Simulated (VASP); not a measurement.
Crystal: Mg3SiO.

```
Si O Mg
1.0
     4.18363    0.00000    0.00000
     0.00000    4.18363    0.00000
     0.00000    0.00000    4.18363
Si O Mg
1 1 3
Direct
  0.00000 0.00000 0.00000
  0.50000 0.50000 0.50000
  0.50000 0.50000 0.00000
  0.50000 0.00000 0.50000
  0.00000 0.50000 0.50000
```

Base run:

- Program: VASP 6.6.1
- Functional: PBE
- Potentials or basis: VASP PAW PBE potentials, release 64 (Si, O, Mg_sv)
- Cutoff: 840 eV
- k mesh: 6 × 6 × 6
- Occupations: fermi-dirac, width 0.02 eV
- Spin: no spin polarisation

Its results: band gap on the k mesh 0.16 eV (least direct gap 0.59 eV); pressure 2.1 GPa.

Q: The run is repeated on the same cell with these changes: functional from PBE to HSE06; cutoff from 840 eV to 620 eV; k mesh from 6 × 6 × 6 to 4 × 4 × 4. What comes out?

A: Band gap on the k mesh 0.17 eV; pressure 0.2 GPa.

Several settings changed at once.

Caveats: semilocal functionals underestimate gaps, and a narrow one can read as zero (at least some runs); the PAW data sets were made with another functional, which shifts forces and pressure a little (at least some runs).

A k mesh can miss the band edges.
